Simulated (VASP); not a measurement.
# Mo2HS4 in VASP: notebook

Runs on Mo2HS4. Level: PBE+D3(BJ). Tasks: relaxation of the atoms.

All numbers are computed with VASP 6.6.1; they aren't measurements. Logs are shortened: lines on timing, memory, paths and dates and some standing lists are left out, and cuts for length are marked.

## 1. The cell of the first run

The cell holds a slab with vacuum, 7 atoms: a = 3.133 Å, b = 3.133 Å, c = 28.165 Å, α = 90.00°, β = 90.00°, γ = 120.00°.

## 2. Relaxation of the atoms, PBE+D3(BJ)

Input file INCAR:

```
SYSTEM = Mo2HS4
PREC = Accurate
ENCUT = 520
EDIFF = 1E-7
ISMEAR = 0
SIGMA = 0.1
LREAL = .False.
LASPH = .True.
NELM = 60
ALGO = Normal
ISIF = 2
LWAVE = .False.
LCHARG = .False.
LDIPOL = .True.
IDIPOL = 3
DIPOL = 0.5 0.5 0.483
GGA = PE
IVDW = 12
IBRION = 2
NSW = 90
EDIFFG = -0.03
```

Input file KPOINTS:

```
regular mesh
0
Gamma
  9 9 1
  0 0 0
```

Input file POSCAR:

```
Mo2HS4
1.0
    3.1334577205      0.0000000000      0.0000000000
   -1.5667288603      2.7136539876      0.0000000000
    0.0000000000      0.0000000000     28.1646874887
S Mo H
4 2 1
Selective dynamics
Direct
    0.0000000000      0.0000000000      0.3017963542  F F F
    0.3333333333      0.6666666667      0.4156192450  F F F
    0.6666666667      0.3333333333      0.5139187176  T T T
    0.0000000000      0.0000000000      0.6280409995  T T T
    0.6666666667      0.3333333333      0.3587077995  F F F
    0.3333333333      0.6666666667      0.5709551377  T T T
    0.6666666667      0.3333333333      0.5939557642  T T T
```

Potentials or basis: VASP PAW PBE potentials, release 64 (S, Mo_sv, H).

Run with:

```bash
$ cat potpaw_PBE.64/S/POTCAR potpaw_PBE.64/Mo_sv/POTCAR potpaw_PBE.64/H/POTCAR > POTCAR
$ mpirun -np 1 vasp_std > vasp.out
```

OUTCAR:

```text
SYSTEM = Mo2HS4
   PREC = Accurate
   ENCUT = 520
   EDIFF = 1E-7
   ISMEAR = 0
   LREAL = .False.
   LASPH = .True.
   NELM = 60
   ISIF = 2
   GGA = PE
   IVDW = 12
   IBRION = 2
   NSW = 90
   EDIFFG = -0.03
 IVDW          = 12

 ion  position               nearest neighbor table
   1  0.000  0.000  0.302-   5 2.42   5 2.42   5 2.42
   2  0.333  0.667  0.416-   5 2.42   5 2.42   5 2.42
   3  0.667  0.333  0.514-   6 2.42   6 2.42   6 2.42
   4  0.000  0.000  0.628-   6 2.42   6 2.42   6 2.42
   5  0.667  0.333  0.359-   1 2.42   1 2.42   1 2.42   2 2.42   2 2.42   2 2.42
   6  0.333  0.667  0.571-   7 1.92   7 1.92   7 1.92   3 2.42   3 2.42   3 2.42   4 2.42   4 2.42
                             4 2.42
   7  0.667  0.333  0.594-   6 1.92   6 1.92   6 1.92

  LATTYP: Found a hexagonal cell.
 ALAT       =     3.1334577205
 C/A-ratio  =     8.9883732289

  Lattice vectors:

 A1 = (   3.1334577205,   0.0000000000,   0.0000000000)
 A2 = (  -1.5667288603,   2.7136539876,   0.0000000000)
 A3 = (   0.0000000000,   0.0000000000,  28.1646874887)

Analysis of symmetry for initial positions (statically):
=====================================================================
 Subroutine PRICEL returns:
 Original cell was already a primitive cell.

 Routine SETGRP: Setting up the symmetry group for a
 hexagonal supercell.

 Subroutine GETGRP returns: Found  6 space group operations
 (whereof  6 operations were pure point group operations)
 out of a pool of 24 trial point group operations.

The static configuration has the point symmetry C_3v.

Analysis of symmetry for dynamics (positions and initial velocities):
=====================================================================
 Subroutine PRICEL returns:
 Original cell was already a primitive cell.

 Routine SETGRP: Setting up the symmetry group for a
 hexagonal supercell.

 Subroutine GETGRP returns: Found  6 space group operations
 (whereof  6 operations were pure point group operations)
 out of a pool of 24 trial point group operations.

The dynamic configuration has the point symmetry C_3v.

Analysis of constrained symmetry for selective dynamics:
=====================================================================
 Subroutine PRICEL returns:
 Original cell was already a primitive cell.

 Routine SETGRP: Setting up the symmetry group for a
 hexagonal supercell.

[... 135 lines left out ...]
  energy-cutoff  :      520.00
  volume of cell :      239.49
 maximum number of plane-waves:      6474
 NGX is ok and might be reduce to    24
   NGX = 11   NGY = 11   NGZ =105

--------------------------------------- Ionic step        1  -------------------------------------------

 number of electron      53.0000000 magnetization

 Free energy of the ion-electron system (eV)
  ---------------------------------------------------
  ext. energy  EPLUGINS =         0.00000000
  ---------------------------------------------------
  free energy    TOTEN  =       -43.60739962 eV

  energy without entropy =      -43.59177197  energy(sigma->0) =      -43.59958579

------------------------ aborting loop because EDIFF is reached ----------------------------------------

 Edisp (eV)   -2.44758

 E8    (eV) :    -1.0050
[... 173 lines left out ...]
 number of electron      53.0000002 magnetization

------------------------ aborting loop because EDIFF is reached ----------------------------------------

 vacuum level on the upper side and lower side of the slab       (xc-potential included)        -0.054         0.039

 Edisp (eV)   -2.42793

 E8    (eV) :    -0.9965

  FORCE on cell =-STRESS in cart. coord.  units (eV):
  Direction    XX          YY          ZZ          XY          YZ          ZX
  --------------------------------------------------------------------------------------
  -------------------------------------------------------------------------------------
  Total       0.55924     0.55924     0.12023    -0.00000    -0.00000    -0.00000
  in kB       3.74135     3.74135     0.80434    -0.00000    -0.00000    -0.00000
  external pressure =        2.76 kB  Pullay stress =        0.00 kB
[... 67 lines left out ...]
  FREE ENERGIE OF THE ION-ELECTRON SYSTEM (eV)
  ---------------------------------------------------
  free  energy   TOTEN  =       -46.2819915263 eV

  energy  without entropy=      -46.2587258525  energy(sigma->0) =      -46.27035869

 dipolmoment           0.000000      0.000000      0.023812 electrons x Angstroem

--------------------------------------- Ionic step        7  -------------------------------------------

 number of electron      53.0000000 magnetization

------------------------ aborting loop because EDIFF is reached ----------------------------------------
[... 85 lines left out ...]
--------------------------------------- Ionic step        9  -------------------------------------------

 number of electron      53.0000000 magnetization

 dipolmoment           0.000000      0.000000     -0.003249 electrons x Angstroem

 Free energy of the ion-electron system (eV)
  ---------------------------------------------------
  ext. energy  EPLUGINS =         0.00000000
  ---------------------------------------------------
  free energy    TOTEN  =       -43.86264250 eV

  energy without entropy =      -43.84009997  energy(sigma->0) =      -43.85137123

 E-fermi :   0.6799     XC(G=0):  -5.2537

 val. band max:        0.6712637231   @ k =   0.0000   0.0000   0.0000
 cond. band min:       0.7315093527   @ k =   0.3333   0.2222   0.0000
 fundamental gap:      0.0602456296
 Fermi energy:         0.6799213570

 k-point     1 :       0.0000    0.0000    0.0000
  band No.  band energies     occupation
      1     -61.1406      2.00000
      2     -60.9666      2.00000
      3     -35.2443      2.00000
      4     -35.0689      2.00000
      5     -35.0689      2.00000
      6     -35.0502      2.00000
[... 397 lines left out ...]
     30       1.8134      0.00000
     31       3.3797      0.00000

------------------------ aborting loop because EDIFF is reached ----------------------------------------

 vacuum level on the upper side and lower side of the slab       (xc-potential included)        -0.086        -0.027

 Edisp (eV)   -2.42536

 E8    (eV) :    -0.9953

  FORCE on cell =-STRESS in cart. coord.  units (eV):
  Direction    XX          YY          ZZ          XY          YZ          ZX
  --------------------------------------------------------------------------------------
  -------------------------------------------------------------------------------------
  Total       0.60843     0.60843     0.16619    -0.00000     0.00000    -0.00000
  in kB       4.07038     4.07038     1.11184    -0.00000     0.00000    -0.00000
  external pressure =        3.08 kB  Pullay stress =        0.00 kB
[... 22 lines left out ...]
  FREE ENERGIE OF THE ION-ELECTRON SYSTEM (eV)
  ---------------------------------------------------
  free  energy   TOTEN  =       -46.2880055063 eV

  energy  without entropy=      -46.2654629835  energy(sigma->0) =      -46.27673424

 reached required accuracy - stopping structural energy minimisation

 vacuum level on the upper side and lower side of the slab         5.714         5.773
```

OSZICAR:

```text
N       E                     dE             d eps       ncg     rms          rms(c)
DAV:   1     0.467875524818E+03    0.46788E+03   -0.28035E+04   928   0.144E+03
DAV:   2    -0.127759815085E+02   -0.48065E+03   -0.47278E+03   953   0.352E+02
DAV:   3    -0.455585371457E+02   -0.32783E+02   -0.32269E+02   892   0.852E+01
DAV:   4    -0.467865388240E+02   -0.12280E+01   -0.12170E+01   979   0.156E+01
[... 167 lines left out ...]
DAV:   3    -0.438627341060E+02   -0.87797E-04   -0.68088E-04  1184   0.921E-02    0.429E-02
DAV:   4    -0.438626422843E+02    0.91822E-04   -0.53465E-04  1240   0.817E-02    0.694E-03
DAV:   5    -0.438626424339E+02   -0.14953E-06   -0.65949E-06   777   0.114E-02    0.465E-03
DAV:   6    -0.438626424418E+02   -0.78981E-08   -0.10743E-06   826   0.483E-03    0.257E-03
DAV:   7    -0.438626424957E+02   -0.53902E-07   -0.20800E-07   564   0.236E-03
   9 F= -.46288006E+02 E0= -.46276734E+02  d E =-.895582E-04
```

Wall time 17 min (1 thread of Intel Xeon Platinum 8259CL at 2.50GHz (Skylake/Cascade Lake), shared host); peak memory 0.41 GiB.

What came out:

* Free energy: -46.2880 eV
* Energy gained by relaxing: 33.3 meV/atom
* Ionic steps: 9
* Band gap on the k mesh: zero (an odd number of electrons rules out a gap without spin polarisation)
* Dispersion energy per atom: -0.346 eV

The path:
| step | energy change (eV) | largest force on free atoms (eV/Å) | pressure (GPa) |
| --- | --- | --- | --- |
| 1 | 0.0000 | 2.0799 | 2.73 |
| 2 | -0.2047 | 0.4999 | 0.80 |
| 3 | -0.2172 | 0.2410 | 0.22 |
| 4 | -0.2218 | 0.2032 | 0.24 |
| 5 | -0.2309 | 0.0815 | 0.28 |
| 6 | -0.2270 | 0.1731 | 0.37 |
| 7 | -0.2329 | 0.0345 | 0.31 |
| 8 | -0.2330 | 0.0485 | 0.31 |
| 9 | -0.2330 | 0.0274 | 0.31 |

Final structure:
```
CELL_PARAMETERS angstrom
3.13346 0.00000 0.00000
-1.56673 2.71365 0.00000
0.00000 0.00000 28.16469
ATOMIC_POSITIONS crystal
S 0.00000 0.00000 0.30180
S 0.33333 0.66667 0.41562
S 0.66667 0.33333 0.51120
S 0.00000 0.00000 0.63400
Mo 0.66667 0.33333 0.35871
Mo 0.33333 0.66667 0.57210
H 0.66667 0.33333 0.59067
```

## 3. Relaxation of the atoms, PBE+D3(BJ)

INCAR: that of step 2 with these lines changed.

```diff
@@ -3,3 +3,3 @@
 ENCUT = 520
-EDIFF = 1E-7
+EDIFF = 1E-6
 ISMEAR = 0
@@ -8,3 +8,3 @@
 LASPH = .True.
-NELM = 60
+NELM = 80
 ALGO = Normal
@@ -15,3 +15,3 @@
 IDIPOL = 3
-DIPOL = 0.5 0.5 0.483
+DIPOL = 0.5 0.5 0.495
 GGA = PE
```

Input file KPOINTS:

```
Automatic mesh
0
Gamma
  9 9 1
  0 0 0
```

POSCAR: that of step 2 with these lines changed.

```diff
@@ -15,2 +15,2 @@
     0.3333333333      0.6666666667      0.5709551377  T T T
-    0.6666666667      0.3333333333      0.5939557642  T T T
+    0.0000000000      0.0000000000      0.6763284161  T T T
```

Potentials or basis: VASP PAW PBE potentials, release 64 (S, Mo_sv, H).

Run with:

```bash
$ cat potpaw_PBE.64/S/POTCAR potpaw_PBE.64/Mo_sv/POTCAR potpaw_PBE.64/H/POTCAR > POTCAR
$ mpirun -np 1 vasp_std > vasp.out
```

OUTCAR:

```text
SYSTEM = Mo2HS4
   PREC = Accurate
   ENCUT = 520
   EDIFF = 1E-6
   ISMEAR = 0
   LREAL = .False.
   LASPH = .True.
   NELM = 80
   ISIF = 2
   GGA = PE
   IVDW = 12
   IBRION = 2
   NSW = 90
   EDIFFG = -0.03
 IVDW          = 12

 ion  position               nearest neighbor table
   1  0.000  0.000  0.302-   5 2.42   5 2.42   5 2.42
   2  0.333  0.667  0.416-   5 2.42   5 2.42   5 2.42
   3  0.667  0.333  0.514-   6 2.42   6 2.42   6 2.42
   4  0.000  0.000  0.628-   7 1.36   6 2.42   6 2.42   6 2.42
   5  0.667  0.333  0.359-   1 2.42   1 2.42   1 2.42   2 2.42   2 2.42   2 2.42
   6  0.333  0.667  0.571-   3 2.42   3 2.42   3 2.42   4 2.42   4 2.42   4 2.42
   7  0.000  0.000  0.676-   4 1.36

  LATTYP: Found a hexagonal cell.
 ALAT       =     3.1334577205
 C/A-ratio  =     8.9883732289

  Lattice vectors:

 A1 = (   3.1334577205,   0.0000000000,   0.0000000000)
[... 338 lines left out ...]

 E-fermi :   1.5135     XC(G=0):  -5.3534

 val. band max:        1.4988954742   @ k =   0.3333   0.3333   0.0000
 cond. band min:       1.5571812930   @ k =   0.0000   0.0000   0.0000
 fundamental gap:      0.0582858187
 Fermi energy:         1.5135175561

 k-point     1 :       0.0000    0.0000    0.0000
  band No.  band energies     occupation
      1     -60.2271      2.00000
      2     -60.1104      2.00000
      3     -34.4242      2.00000
      4     -34.1947      2.00000
      5     -34.1426      2.00000
      6     -34.1426      2.00000
[... 397 lines left out ...]
     30       2.6695      0.00000
     31       3.3758      0.00000

------------------------ aborting loop because EDIFF is reached ----------------------------------------

 vacuum level on the upper side and lower side of the slab       (xc-potential included)        -1.232         1.214

 Edisp (eV)   -2.38580

 E8    (eV) :    -0.9858

  FORCE on cell =-STRESS in cart. coord.  units (eV):
  Direction    XX          YY          ZZ          XY          YZ          ZX
  --------------------------------------------------------------------------------------
  -------------------------------------------------------------------------------------
  Total       2.23615     2.23615     0.05214    -0.00000     0.00000    -0.00000
  in kB      14.95990    14.95990     0.34884    -0.00000     0.00000    -0.00000
  external pressure =       10.09 kB  Pullay stress =        0.00 kB
[... 22 lines left out ...]
  FREE ENERGIE OF THE ION-ELECTRON SYSTEM (eV)
  ---------------------------------------------------
  free  energy   TOTEN  =       -46.5626951416 eV

  energy  without entropy=      -46.5474683720  energy(sigma->0) =      -46.55508176

 reached required accuracy - stopping structural energy minimisation

 vacuum level on the upper side and lower side of the slab         4.191         6.684
```

Wall time 13 min (1 thread of Oxide Virtual Turin-like, shared host); peak memory 0.38 GiB.

What came out:

```
Free energy                : -46.5627 eV
Energy gained by relaxing  : 0.9 meV/atom
Ionic steps                : 4
Band gap on the k mesh     : zero (an odd number of electrons rules out a gap without spin polarisation)
Dispersion energy per atom : -0.341 eV
```

The path:
```csv
step,energy change (eV),largest force on free atoms (eV/Å),pressure (GPa)
1,0.0000,0.5761,0.99
2,-0.0008,0.4935,1.00
3,-0.0064,0.0398,0.99
4,-0.0065,0.0185,1.01
```

Final structure:
```cif
data_structure
_symmetry_space_group_name_H-M 'P 1'
_symmetry_Int_Tables_number 1
_cell_length_a 3.1335
_cell_length_b 3.1335
_cell_length_c 28.1647
_cell_angle_alpha 90.000
_cell_angle_beta 90.000
_cell_angle_gamma 120.000
_cell_volume 239.49
loop_
_atom_site_label
_atom_site_type_symbol
_atom_site_fract_x
_atom_site_fract_y
_atom_site_fract_z
_atom_site_occupancy
S1 S 0.00000 0.00000 0.30180 1
S2 S 0.33333 0.66667 0.41562 1
S3 S 0.66667 0.33333 0.51406 1
S4 S 0.00000 0.00000 0.62753 1
Mo1 Mo 0.66667 0.33333 0.35871 1
Mo2 Mo 0.33333 0.66667 0.57104 1
H1 H 0.00000 0.00000 0.67669 1
```
